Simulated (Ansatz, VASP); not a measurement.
**Si4C in VASP and in Ansatz**

```
Si C
1.0
     2.78008    0.00000    0.00000
    -1.39004    2.40762    0.00000
     0.00000    0.00000   21.99141
Si C
8 2
Direct
  0.33333 0.66667 0.85000
  0.33333 0.66667 0.05000
  0.33333 0.66667 0.25000
  0.33333 0.66667 0.45000
  0.66667 0.33333 0.75000
  0.66667 0.33333 0.95000
  0.66667 0.33333 0.15000
  0.66667 0.33333 0.55000
  0.33333 0.66667 0.65000
  0.66667 0.33333 0.35000
```

Alike in both runs: task single point; functional PBE; k mesh 6 × 6 × 1; occupations gaussian, width 0.1 eV; collinear spin.

```csv
,VASP,Ansatz
version,VASP 6.6.1,Ansatz 0.2.0
potentials or method,"VASP PAW PBE potentials, release 64 (Si, C), cutoff 520 eV","scalar-relativistic, plane waves, PAW"
valence electrons in the cell,40,40
```

|  | VASP | Ansatz | Ansatz less VASP |
| --- | --- | --- | --- |
| gap on the k mesh at the Fermi level (eV) | none | none | - |
| pressure (GPa) | -10.3 | -10.3 | +0.01 |
| traceless stress, the component that is largest in VASP (GPa) | -9.31 | -9.32 | -0.009 |
| rms of the force components (eV/Å) | 0.579 | 0.580 | +0.0011 |
| net moment per atom (μB) | 0.00 | 0.00 | 0.000 |

Atom by atom the forces differ by 0.001 eV/Å (rms over components). A gap of «none» marks a metal or a gap that the smearing closes. With one functional, cell and mesh, what is left measures potentials, basis and numerics. Ansatz's warnings: seeded moment not kept.

The k mesh is coarse, so the values compare programs but aren't converged.
